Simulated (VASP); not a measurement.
A run of VASP 6.6.1 is set up as follows.

The input INCAR:

```
SYSTEM = Ni
ALGO = Normal
EDIFF = 1E-6
ENCUT = 520
GGA = PS
ISIF = 2
ISMEAR = 0
ISPIN = 2
LASPH = .TRUE.
LCHARG = .TRUE.
LELF = .TRUE.
LMAXMIX = 4
LORBIT = 11
LREAL = .FALSE.
LVHAR = .TRUE.
LWAVE = .FALSE.
MAGMOM = 2 2 2 2
NBANDS = 32
NELM = 150
PREC = Accurate
SIGMA = 0.1
```

File KPOINTS:

```
k-points
0
G
  6 6 4
  0 0 0
```

POSCAR

```
Ni
1.0
    3.1134122001      0.0000000000      0.0000000000
   -1.5567061001      2.6962940578      0.0000000000
    0.0000000000      0.0000000000      5.1371301302
Ni
4
Direct
    0.3333333333      0.6666666667      0.4375000000
    0.6666666667      0.3333333333      0.9375000000
    0.6666666667      0.3333333333      0.5625000000
    0.3333333333      0.6666666667      0.0625000000
```

Potentials or basis: VASP PAW PBE potentials, release 64 (Ni).

Launch:

```console
$ cat potpaw_PBE.64/Ni/POTCAR > POTCAR
$ mpirun -np 1 vasp_std > vasp.out
```

**Question.** Predict the pressure.

**Answer.** 92.9 GPa.

**Question.** Predict the largest force.

**Answer.** 0.185 eV/Å.

**Question.** Estimate the site moments.

**Answer.** Ni +0.73 μB.

**Question.** Predict the net moment.

**Answer.** 3.02 μB per cell.

Forces in eV/Å, atoms in the order of the input:
```
Ni   0.000  0.000 -0.185
Ni   0.000  0.000 -0.185
Ni   0.000  0.000  0.185
Ni   0.000  0.000  0.185
```

Caveat: the k points lie up to 0.39 Å⁻¹ apart; the PAW data sets were made with another functional, which shifts forces and pressure a little.
